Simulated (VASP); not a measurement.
Crystal: ZrO2.

```
Zr O
1.0
     0.00000    2.54471    2.54471
     2.54471    0.00000    2.54471
     2.54471    2.54471    0.00000
Zr O
1 2
Direct
  0.00000 0.00000 0.00000
  0.75000 0.75000 0.75000
  0.25000 0.25000 0.25000
```

Base run:

| Quantity | Value |
| --- | --- |
| Program | VASP 6.6.1 |
| Functional | r2SCAN |
| Potentials or basis | VASP PAW PBE potentials, release 64 (Zr_sv, O) |
| Cutoff | 660 eV |
| k mesh | 8 × 8 × 8 |
| Occupations | gaussian, width 0.01 eV |
| Spin | no spin polarisation |

Its results: band gap on the k mesh 3.87 eV, indirect (least direct gap 4.28 eV); pressure 0.0 GPa.

The run is repeated on the same cell with these changes: functional from r2SCAN to PBE; cutoff from 660 eV to 600 eV; k mesh from 8 × 8 × 8 to 6 × 6 × 6. What comes out?

Band gap on the k mesh 3.35 eV, indirect (least direct gap 3.80 eV); pressure 3.9 GPa.

Several settings changed at once, so the effect can't be laid on one alone.

Caveats: the PAW data sets were made with another functional, which shifts forces and pressure a little (some runs).

A k mesh can miss the band edges.
